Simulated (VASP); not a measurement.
Runs of VASP 6.6.1 on Bi. The structure is that of space group Fm-3m (No. 225), or close to it. The cells are those of the table. This isn't the form of Bi at room conditions, which is rhombohedral.

| task | cell | k mesh | cutoff (eV) | gap on the mesh (eV) | pressure (GPa) |
| --- | --- | --- | --- | --- | --- |
| single point | a = 3.588 Å, angles 60.0°, 1 atom | 12 × 12 × 12 | 520 | none | -4.1 |
| relaxation of cell and atoms | relaxed from a = 3.558 Å, angles 60.0°, 1 atom | 11 × 11 × 11 | 600 | none | 0.0 |
| single point | a = 3.632 Å, angles 60.0°, 1 atom | 12 × 12 × 12 | 520 | none | -5.4 |
| single point | a = 3.351 Å, angles 60.0°, 1 atom | 12 × 12 × 12 | 520 | none | 10.0 |
| single point | a = 3.543 Å, angles 60.0°, 1 atom | 12 × 12 × 12 | 520 | none | -2.4 |
| single point | a = 3.401 Å, angles 60.0°, 1 atom | 12 × 12 × 12 | 520 | none | 5.8 |
| single point | a = 3.450 Å, angles 60.0°, 1 atom | 12 × 12 × 12 | 520 | none | 2.4 |
| single point | a = 3.497 Å, angles 60.0°, 1 atom | 11 × 11 × 11 | 520 | none | -0.1 |
| single point | a = 3.497 Å, angles 60.0°, 1 atom | 12 × 12 × 12 | 520 | none | (a) |
| single point | a = 3.497 Å, angles 60.0°, 1 atom | 18 × 18 × 18 | 520 | none | (b) |

Alike in all rows: level PBEsol; potentials or basis VASP PAW PBE potentials, release 64 (Bi_d); no spin polarisation; smearing fermi-dirac 0.1 eV.

Estimate the missing entries.

(a) -0.3; (b) -0.2.

Caveats: the PAW data sets were made with another functional, which shifts forces and pressure a little; spin-orbit coupling is left out, which moves the levels of the heavy elements; the cell stands under tension (at least some runs); the cell stands under pressure (at least some runs).

A k mesh can miss the band edges, and the runs leave out spin-orbit coupling on Bi.

A gap of «none» marks levels without a gap at the run's occupations.
